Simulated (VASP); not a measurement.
# PtSe2 (Sudovikovite) (P-3m1) in VASP: settings compared, part 2 of 3

VASP 6.6.1.

**4. Single point, PBEsol+D3(BJ)**

This run uses another cell than the first one, of 18.87 Å³/atom, 0.931 times its volume.

The input, INCAR:

```
PREC     = Accurate       # precision mode
ENCUT    = 520            # plane-wave cutoff, eV
EDIFF    = 1E-7           # SCF threshold, eV
ISMEAR   = -1             # smearing method
SIGMA    = 0.05           # smearing width, eV
LREAL    = F              # projectors in reciprocal space
LASPH    = T              # aspherical terms in the spheres
NELM     = 80             # most SCF steps
ALGO     = Normal         # electronic algorithm
ISIF     = 2              # what is computed and relaxed
LWAVE    = F              # write WAVECAR
LCHARG   = F              # write CHGCAR
GGA      = PS             # functional
IVDW     = 12             # dispersion correction
NBANDS   = 18             # bands
```

The input, KPOINTS:

```
Automatic mesh
0
Gamma
  8 8 5
```

The input, POSCAR:

```
PtSe2
1.0
    3.7399116199      0.0000000000      0.0000000000
   -1.8699558099      3.2388584707      0.0000000000
    0.0000000000      0.0000000000      4.6746491380
Pt Se
1 2
Direct
    0.0000000000      0.0000000000      0.0000000000
    0.6666666667      0.3333333333      0.7293644531
    0.3333333333      0.6666666667      0.2706355469
```

Potentials or basis: VASP PAW PBE potentials, release 64 (Pt, Se).

Run with:

```bash
$ cat potpaw_PBE.64/Pt/POTCAR potpaw_PBE.64/Se/POTCAR > POTCAR
$ mpirun -np 1 vasp_std > vasp.out
```

OUTCAR:

```text
PREC = Accurate
   ENCUT = 520
   EDIFF = 1E-7
   ISMEAR = -1
   LREAL = F
   LASPH = T
   NELM = 80
   ISIF = 2
   GGA = PS
   IVDW = 12
 IVDW          = 12

 ion  position               nearest neighbor table
   1  0.000  0.000  0.000-   2 2.50   3 2.50   3 2.50   2 2.50   2 2.50   3 2.50
   2  0.667  0.333  0.729-   1 2.50   1 2.50   1 2.50
   3  0.333  0.667  0.271-   1 2.50   1 2.50   1 2.50

  LATTYP: Found a hexagonal cell.
 ALAT       =     3.7399116199
 C/A-ratio  =     1.2499357239

  Lattice vectors:

 A1 = (   3.7399116199,   0.0000000000,   0.0000000000)
 A2 = (  -1.8699558099,   3.2388584707,   0.0000000000)
 A3 = (   0.0000000000,   0.0000000000,   4.6746491380)

Analysis of symmetry for initial positions (statically):
=====================================================================
 Subroutine PRICEL returns:
 Original cell was already a primitive cell.

 Routine SETGRP: Setting up the symmetry group for a
 hexagonal supercell.

 Subroutine GETGRP returns: Found 12 space group operations
 (whereof 12 operations were pure point group operations)
 out of a pool of 24 trial point group operations.

The static configuration has the point symmetry D_3d.

Analysis of symmetry for dynamics (positions and initial velocities):
=====================================================================
 Subroutine PRICEL returns:
 Original cell was already a primitive cell.

 Routine SETGRP: Setting up the symmetry group for a
 hexagonal supercell.

 Subroutine GETGRP returns: Found 12 space group operations
 (whereof 12 operations were pure point group operations)
 out of a pool of 24 trial point group operations.

The dynamic configuration has the point symmetry D_3d.

 Subroutine INISYM returns: Found 12 space group operations
 (whereof 12 operations are pure point group operations),
 and found     1 'primitive' translations

----------------------------------------------------------------------------------------

                                     Primitive cell

  volume of cell :      56.6242

  direct lattice vectors                    reciprocal lattice vectors
     3.739911620  0.000000000  0.000000000     0.267385998  0.154375378  0.000000000
    -1.869955810  3.238858471  0.000000000     0.000000000  0.308750756  0.000000000
     0.000000000  0.000000000  4.674649138     0.000000000  0.000000000  0.213919798

  length of vectors
     3.739911620  3.739911620  4.674649138     0.308750756  0.308750756  0.213919798

  position of ions in fractional coordinates (direct lattice)
     0.000000000  0.000000000  0.000000000
     0.666666667  0.333333333  0.729364453
     0.333333333  0.666666667  0.270635547

  ion indices of the primitive-cell ions
   primitive index   ion index
                 1           1
                 2           2
                 3           3

----------------------------------------------------------------------------------------

 KPOINTS: Automatic mesh

Automatic generation of k-mesh.
 Grid dimensions read from file:
 generate k-points for:    8    8    5

 Generating k-lattice:

  Cartesian coordinates                     Fractional coordinates (reciprocal lattice)
     0.033423250  0.019296922  0.000000000     0.125000000  0.000000000  0.000000000
     0.000000000  0.038593844  0.000000000     0.000000000  0.125000000  0.000000000
     0.000000000  0.000000000  0.042783960     0.000000000  0.000000000  0.200000000

  Length of vectors
     0.038593844  0.038593844  0.042783960

  Shift w.r.t. Gamma in fractional coordinates (k-lattice)
     0.000000000  0.000000000  0.000000000

 Subroutine IBZKPT returns following result:
 ===========================================

 Found     40 irreducible k-points:

 Following reciprocal coordinates:
            Coordinates               Weight
  0.000000  0.000000  0.000000      1.000000
  0.125000 -0.000000  0.000000      6.000000
  0.250000 -0.000000  0.000000      6.000000
  0.375000 -0.000000  0.000000      6.000000
  0.500000 -0.000000  0.000000      3.000000
  0.125000  0.125000  0.000000      6.000000
[... 16 lines left out ...]
 -0.125000  0.500000  0.200000     12.000000
  0.250000  0.250000  0.200000     12.000000
 [... further k-points ...]
   k-points           NKPTS =     40   k-points in BZ     NKDIM =     40   number of bands    NBANDS=     18
   number of dos      NEDOS =    301   number of ions     NIONS =      3
   total plane-waves  NPLWV =  28224
   dimension x,y,z NGX =    28 NGY =   28 NGZ =   36
   dimension x,y,z NGXF=    56 NGYF=   56 NGZF=   72
   ions per type =               1   2
   NGX,Y,Z   is equivalent  to a cutoff of  12.45, 12.45, 12.80 a.u.
   NGXF,Y,Z  is equivalent  to a cutoff of  24.89, 24.89, 25.61 a.u.
 SYSTEM =  unknown system
   PREC   = accura    normal or accurate (medium, high low for compatibility)
   ISTART =      0    job   : 0-new  1-cont  2-samecut
   ICHARG =      2    charge: 1-file 2-atom 10-const
   ISPIN  =      1    spin polarized calculation?
   LNONCOLLINEAR =      F non collinear calculations
   LSORBIT =      F    spin-orbit coupling
   LASPH  =      T    aspherical Exc in radial PAW
   ENCUT  =  520.0 eV  38.22 Ry    6.18 a.u.   6.95  6.95  8.69*2*pi/ulx,y,z
   NELM   =     80;   NELMIN=  2; NELMDL= -5     # of ELM steps
   EDIFF  = 0.1E-06   stopping-criterion for ELM
   LREAL  =      F    real-space projection
   EDIFFG = 0.1E-05   stopping-criterion for IOM
   NSW    =      0    number of steps for IOM
   IBRION =     -1    ionic relax: 0-MD 1-quasi-New 2-CG
   NFREE  =      0    steps in history (QN), initial steepest desc. (CG)
   ISIF   =      2    stress and relaxation
   ISYM   =      2    0-nonsym 1-usesym 2-fastsym
   POTIM  = 0.5000    time-step for ionic-motion
   TEBEG  =    0.0;   TEEND  =   0.0 temperature during run
   PSTRESS=    0.0 pullay stress
   NELECT =      22.0000    total number of electrons
   NUPDOWN=      -1.0000    fix difference up-down
   EMIN   =  10.00;   EMAX   =-10.00  energy-range for DOS
   EFERMI =   0.00;   METHOD = LEGACY
   ISMEAR =    -1;   SIGMA  =   0.05  broadening in eV -4-tet -1-fermi 0-gaus
   EFERMI_NEDOS =   21; number of points for ismear=-14 and -15
   IALGO  =     38    algorithm
   IMIX   =      4    mixing-type and parameters
     AMIX     =   0.40;   BMIX     =  1.00
     AMIX_MAG =   1.60;   BMIX_MAG =  1.00
  volume/ion in A,a.u.               =      18.87       127.37
  Fermi-wavevector in a.u.,A,eV,Ry     =   1.194579  2.257427 19.415778  1.427019
  Thomas-Fermi vector in A             =   2.330566
   LORBIT       =      0    0 simple, 1 ext, 2 COOP (PROOUT), +10 PAW based schemes
   GGA     = PS    functional components
   LHFCALC =     F    Hartree Fock is set to
   AEXX    =    0.0000 exact exchange contribution
   IVDW    =    12    specifies the selected vdW correction
   LEPSILON=     F    determine dielectric tensor
   LRPA    =     F    only Hartree local field effects (RPA)
 non-spin polarized calculation
  energy-cutoff  :      520.00
  volume of cell :       56.62
 maximum number of plane-waves:      1542
   NGX = 13   NGY = 13   NGZ = 17

 number of electron      21.9999995 magnetization

 Free energy of the ion-electron system (eV)
  ---------------------------------------------------
  ext. energy  EPLUGINS =         0.00000000
  ---------------------------------------------------
  free energy    TOTEN  =       -15.88613852 eV

  energy without entropy =      -15.88284763  energy(sigma->0) =      -15.88449308

 E-fermi :   7.2575     XC(G=0): -11.2444

 val. band max:        7.1441436841   @ k =   0.3750   0.2500   0.0000
 cond. band min:       7.3805433514   @ k =   0.0000   0.3750   0.2000
 fundamental gap:      0.2363996673
 Fermi energy:         7.2575351278

 k-point     1 :       0.0000    0.0000    0.0000
  band No.  band energies     occupation
      1      -8.8600      2.00000
      2      -5.3314      2.00000
      3      -0.2466      2.00000
      4       0.7082      2.00000
      5       0.7082      2.00000
      6       3.2755      2.00000
[... 10 lines left out ...]
     17      14.3834      0.00000
     18      18.8359      0.00000
[... 463 lines left out ...]
 k-point    24 :       0.2500    0.2500    0.2000
  band No.  band energies     occupation
      1      -7.0835      2.00000
      2      -6.3391      2.00000
      3       0.2775      2.00000
      4       0.7217      2.00000
      5       1.2636      2.00000
      6       2.2791      2.00000
[... 10 lines left out ...]
     17      15.2155      0.00000
     18      16.5190      0.00000

 [... further k-points ...]

------------------------ aborting loop because EDIFF is reached ----------------------------------------

 Edisp (eV)   -1.37846

 E8    (eV) :    -0.8970

  FORCE on cell =-STRESS in cart. coord.  units (eV):
  Direction    XX          YY          ZZ          XY          YZ          ZX
  --------------------------------------------------------------------------------------
  -------------------------------------------------------------------------------------
  Total      -0.20512    -0.20512    -0.23212    -0.00000     0.00000     0.00000
  in kB      -5.80394    -5.80394    -6.56767    -0.00000     0.00000     0.00000
  external pressure =       -6.06 kB  Pullay stress =        0.00 kB

 VOLUME and BASIS-vectors are now :
 -----------------------------------------------------------------------------
  energy-cutoff  :      520.00
  volume of cell :       56.62
      direct lattice vectors                 reciprocal lattice vectors
     3.739911620  0.000000000  0.000000000     0.267385998  0.154375378  0.000000000
    -1.869955810  3.238858471  0.000000000     0.000000000  0.308750756  0.000000000
     0.000000000  0.000000000  4.674649138     0.000000000  0.000000000  0.213919798

 POSITION                                       TOTAL-FORCE (eV/Angst)
 -----------------------------------------------------------------------------------
      0.00000      0.00000      0.00000         0.000000      0.000000     -0.000000
      1.86996      1.07962      3.40952         0.000000     -0.000000     -0.023069
     -0.00000      2.15924      1.26513        -0.000000      0.000000      0.023069
 -----------------------------------------------------------------------------------
    total drift:                                0.000000     -0.000000      0.000000

  FREE ENERGIE OF THE ION-ELECTRON SYSTEM (eV)
  ---------------------------------------------------
  free  energy   TOTEN  =       -17.2645970406 eV

  energy  without entropy=      -17.2613061433  energy(sigma->0) =      -17.26295159
```

Run time: 31 s. Hardware: 1 thread of Intel Xeon Platinum 8559C (Emerald Rapids), shared host; peak memory 0.2 GiB.

Results:

```yaml
Free_energy: -17.2646 eV
Pressure: -0.6 GPa
Largest_force: 0.023 eV/Å
Band_gap_on_the_k_mesh: zero (band 11 reaches 8.15 eV, above the bottom of band 12 at 7.14 eV)
Dispersion_energy_per_atom: -0.459 eV
```

Forces on the atoms (eV/Å):
```
Pt   0.000  0.000  0.000
Se   0.000  0.000 -0.023
Se   0.000  0.000  0.023
```

Levels at points of the mesh, in eV from the Fermi level:
```tsv
k point	band 8	band 9	band 10	band 11	band 12	band 13	band 14	band 15
(0.00, 0.00, 0.00)	-2.58	-1.08	-1.08	0.89	0.90	0.90	2.98	4.21
(0.50, 0.00, 0.00)	-3.76	-3.48	-3.42	-3.07	0.42	2.68	5.13	6.13
```

Caveat: three body term missing; the PAW data sets were made with another functional, which shifts forces and pressure a little; spin-orbit coupling is left out, which moves the levels of the heavy elements; pairwise dispersion overbinds metals, which lowers pressure and volume.

**5. Single point, PBEsol+D4**

This run uses another cell than the first one, of 19.06 Å³/atom, 0.940 times its volume.

The input, INCAR:

```
SYSTEM = PtSe2
ALGO = Normal
EDIFF = 1E-7
ENCUT = 520
GGA = PS
ISIF = 2
ISMEAR = -1
IVDW = 13
LASPH = .True.
LCHARG = .False.
LREAL = .False.
LWAVE = .False.
NBANDS = 18
NELM = 100
PREC = Accurate
SIGMA = 0.05
```

The input, KPOINTS:

```
k-points
0
Gamma
  8 8 5
  0 0 0
```

The input, POSCAR:

```
PtSe2
1.0
    3.7448125396      0.0000000000      0.0000000000
   -1.8724062698      3.2431027917      0.0000000000
    0.0000000000      0.0000000000      4.7075279900
Pt Se
1 2
Direct
    0.0000000000      0.0000000000      0.0000000000
    0.6666666667      0.3333333333      0.7308144551
    0.3333333333      0.6666666667      0.2691855449
```

Run with:

```bash
$ cat potpaw_PBE.64/Pt/POTCAR potpaw_PBE.64/Se/POTCAR > POTCAR
$ mpirun -np 1 vasp_std > vasp.out
```

It took 31 s on 1 thread of Intel Xeon Platinum 8559C (Emerald Rapids), shared host; peak memory 0.19 GiB.

Results (log left out):

| Property | Result |
| --- | --- |
| Free energy | -16.8108 eV |
| Pressure | 0.1 GPa |
| Largest force | 0.017 eV/Å |
| Band gap on the k mesh | zero (band 11 reaches 7.99 eV, above the bottom of band 12 at 7.02 eV) |
| Dispersion energy per atom | -0.305 eV |

Forces on the atoms (eV/Å):
```
Pt   0.000  0.000  0.000
Se   0.000  0.000 -0.017
Se   0.000  0.000  0.017
```

Levels at points of the mesh, in eV from the Fermi level:
```csv
k point,band 7,band 8,band 9,band 10,band 11,band 12,band 13,band 14,band 15,band 16
"(0.00, 0.00, 0.00)",-3.96,-2.56,-1.07,-1.07,0.87,0.94,0.94,3.03,4.17,7.14
"(0.50, 0.00, 0.00)",-3.99,-3.78,-3.46,-3.40,-3.04,0.43,2.64,5.09,6.10,6.92
```

Caveat: the PAW data sets were made with another functional, which shifts forces and pressure a little; spin-orbit coupling is left out, which moves the levels of the heavy elements; pairwise dispersion overbinds metals, which lowers pressure and volume.

(Part 2 of 3 ends here.)
